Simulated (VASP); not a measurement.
Set up this calculation in VASP 6.6.1, as the native input.

| Property | Result |
| --- | --- |
| Task | single point |
| Functional | PBE |
| Potentials or basis | VASP PAW PBE potentials, release 64 (Be) |
| Cutoff | 600 eV |
| k mesh | 23 × 23 × 23 |
| Occupations | fermi-dirac, width 0.1 eV |
| Spin | no spin polarisation |
| Dipole correction | no |
| Further INCAR settings | ALGO = Normal; EDIFF = 1e-06; NBANDS = 7 |

The structure of Be lies in POSCAR:

```
Be
1.0
    0.0000000000      1.4860111075      1.4860111075
    1.4860111075      0.0000000000      1.4860111075
    1.4860111075      1.4860111075      0.0000000000
Be
1
Direct
    0.0000000000      0.0000000000      0.0000000000
```

This isn't the form of Be at room conditions, which is hcp.

These files were run (other wordings do the same):

INCAR

```
SYSTEM = Be
  ALGO = Normal
  EDIFF = 1E-6
  ENCUT = 600
  GGA = PE
  GGA_COMPAT = .False.
  ISIF = 2
  ISMEAR = -1
  LASPH = .True.
  LCHARG = .False.
  LREAL = .False.
  LWAVE = .False.
  NBANDS = 7
  NELM = 120
  PREC = Accurate
  SIGMA = 0.1
```

KPOINTS

```
k-points
0
Gamma
  23 23 23
  0 0 0
```

Potentials or basis: VASP PAW PBE potentials, release 64 (Be).

The run is started by

```console
$ cat potpaw_PBE.64/Be/POTCAR > POTCAR
$ mpirun -np 1 vasp_std > vasp.out
```

Results of the run:

| Item | Value |
| --- | --- |
| Pressure | 30.3 GPa |
| Band gap on the k mesh | zero (bands 1 and 2 overlap by 0.74 eV) |

Caveat: the cell stands under pressure.

Wall time 16 s on 1 thread of Intel(R) Xeon(R) Platinum 8259CL CPU @ 2.50GHz (Skylake/Cascade Lake), on a shared host, peak memory 0.12 GiB.
